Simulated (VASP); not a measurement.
A run of VASP 6.6.1:

File INCAR:

```
  ALGO = Normal
  EDIFF = 1E-6
  EDIFFG = -0.04
  ENCUT = 600
  GGA = PE
  IBRION = 2
  ISIF = 3
  ISMEAR = 0
  LASPH = T
  LCHARG = F
  LREAL = F
  LWAVE = F
  NELM = 80
  NSW = 90
  PREC = Accurate
  SIGMA = 0.1
```

Contents of KPOINTS:

```
k-points
0
Gamma
  6 6 4
```

File POSCAR:

```
Si3F2
1.0
    3.6296370054      0.0000000000      0.0000000000
   -1.8148185027      3.1433578532      0.0000000000
    0.0000000000      0.0000000000      5.6471255947
Si F
3 2
Direct
    0.0000000000      0.0000000000      0.0000000000
    0.3333333333      0.6666666667      0.6450000000
    0.6666666667      0.3333333333      0.3550000000
    0.3333333333      0.6666666667      0.2450000000
    0.6666666667      0.3333333333      0.7550000000
```

Potentials or basis: VASP PAW PBE potentials, release 64 (Si, F).

The run is started by

```bash
$ cat potpaw_PBE.64/Si/POTCAR potpaw_PBE.64/F/POTCAR > POTCAR
$ mpirun -np 1 vasp_std > vasp.out
```

Hardware: 1 thread of Intel(R) Xeon(R) 6975P-C (Granite Rapids), with other jobs on the host.

How long does it take, and how much memory?

Wall time 5.3 min on 1 thread of Intel(R) Xeon(R) 6975P-C (Granite Rapids), with other jobs on the host, peak memory 0.21 GiB. Counts: scf iterations 292, k points 24, ion steps 36.
